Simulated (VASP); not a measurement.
A run of VASP 6.6.1 is set up as follows.

File INCAR:

```
PREC = Accurate
ENCUT = 520
EDIFF = 1E-7
ISMEAR = 0
SIGMA = 0.05
LREAL = F
LASPH = T
NELM = 80
ALGO = Normal
ISIF = 2
LWAVE = F
LCHARG = T
GGA = CA
LELF = T
LVHAR = T
NBANDS = 14
```

KPOINTS

```
regular mesh
0
Gamma
  8 8 8
```

Contents of POSCAR:

```
NaF
1.0
    0.0000000000      2.3233000000      2.4394650000
    2.3233000000      0.0000000000      2.4394650000
    2.3233000000      2.3233000000      0.0000000000
Na F
1 1
Direct
    0.0000000000      0.0000000000      0.0000000000
    0.5000000000      0.5000000000      0.5000000000
```

Potentials or basis: VASP PAW LDA potentials, release 64 (Na_pv, F).

The run is started by

```sh
$ cat potpaw_LDA.64/Na_pv/POTCAR potpaw_LDA.64/F/POTCAR > POTCAR
$ mpirun -np 1 vasp_std > vasp.out
```

Estimate the band gap on the k mesh.

5.66 eV.

Predict the pressure.

-6.1 GPa.

Stress tensor (GPa, compression positive):
```
-5.48  0.00  0.00
 0.00 -5.48  0.00
 0.00  0.00 -7.43
```

Caveat: the cell differs from its parent crystal (strain +0.000 along x and y, +0.050 along z); the cell stands under tension.
